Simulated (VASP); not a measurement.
## PtSe2 (Sudovikovite): single point with PBE+D3(BJ)

The system is PtSe2 (Sudovikovite).

```
CELL_PARAMETERS angstrom
3.72400 0.00000 0.00000
-1.86200 3.22508 0.00000
0.00000 0.00000 5.06200
ATOMIC_POSITIONS crystal
Pt 0.00000 0.00000 0.00000
Se 0.33333 0.66667 0.25000
Se 0.66667 0.33333 0.75000
```

```
Program                : VASP 6.6.1
Task                   : single point
Functional             : PBE
Dispersion             : D3(BJ)
Potentials or basis    : VASP PAW PBE potentials, release 64 (Pt, Se)
Cutoff                 : 520 eV
k mesh                 : 9 × 9 × 6
Occupations            : fermi-dirac, width 0.15 eV
Spin                   : no spin polarisation
Dipole correction      : no
Further INCAR settings : ALGO = Normal; EDIFF = 1e-06; NBANDS = 18
```

The pressure is 3.5 GPa and the largest force is 0.620 eV/Å. The band gap on the k mesh is zero (band 11 reaches 6.93 eV, above the bottom of band 12 at 6.56 eV). The dispersion energy per atom is -0.477 eV.

Forces in eV/Å, atoms in the order of the input:
```
Pt   0.000  0.000  0.000
Se   0.000  0.000  0.620
Se   0.000  0.000 -0.620
```

Stress tensor (GPa, compression positive):
```
4.27 0.00 0.00
0.00 4.27 0.00
0.00 0.00 1.99
```

Levels at points of the mesh, in eV from the Fermi level:
```
           k point  band 7  band 8  band 9  band 10  band 11  band 12  band 13  band 14  band 15  band 16
(0.00, 0.00, 0.00)   -3.96   -2.52   -1.01    -1.01     0.46     1.53     1.53     3.67     4.28     7.34
(0.00, 0.00, 0.50)   -3.99   -2.90   -1.65    -1.45    -1.45     2.37     2.37     4.87     6.39     6.82
```

Wall time 28 s on 1 thread of Intel(R) Xeon(R) 6975P-C (Granite Rapids), with other jobs on the host, peak memory 0.23 GiB.

Caveat: three body term missing; spin-orbit coupling is left out, which moves the levels of the heavy elements; pairwise dispersion overbinds metals, which lowers pressure and volume.
